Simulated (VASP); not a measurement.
Here is a VASP 6.6.1 calculation.

Contents of INCAR:

```
  ALGO = Fast
  EDIFF = 1E-6
  ENCUT = 520
  GGA = PE
  ISIF = 2
  ISMEAR = 0
  LASPH = True
  LCHARG = False
  LREAL = False
  LWAVE = False
  NBANDS = 20
  NELM = 80
  PREC = Accurate
  SIGMA = 0.1
```

KPOINTS

```
k-points
0
Gamma
  20 20 10
```

POSCAR

```
In
1.0
    2.9755274313     -1.6663940864     -0.2216873784
    2.9755274313      1.6663940864     -0.2216873784
   -3.2842880581      0.0000000000      5.7969376230
In
2
Direct
    0.4987363685      0.5012636315      0.2500000000
    0.5012636315      0.4987363685      0.7500000000
```

Potentials or basis: VASP PAW PBE potentials, release 64 (In_d).

Launch:

```console
$ cat potpaw_PBE.64/In_d/POTCAR > POTCAR
$ mpirun -np 1 vasp_std > vasp.out
```

(1) What does it give for the band gap on the k mesh?

(2) What does it give for the pressure?

Results:

(1) zero (band 13 reaches 10.44 eV, above the bottom of band 14 at 4.59 eV).

(2) -0.1 GPa.

Caveat: spin-orbit coupling is left out, which moves the levels of the heavy elements.
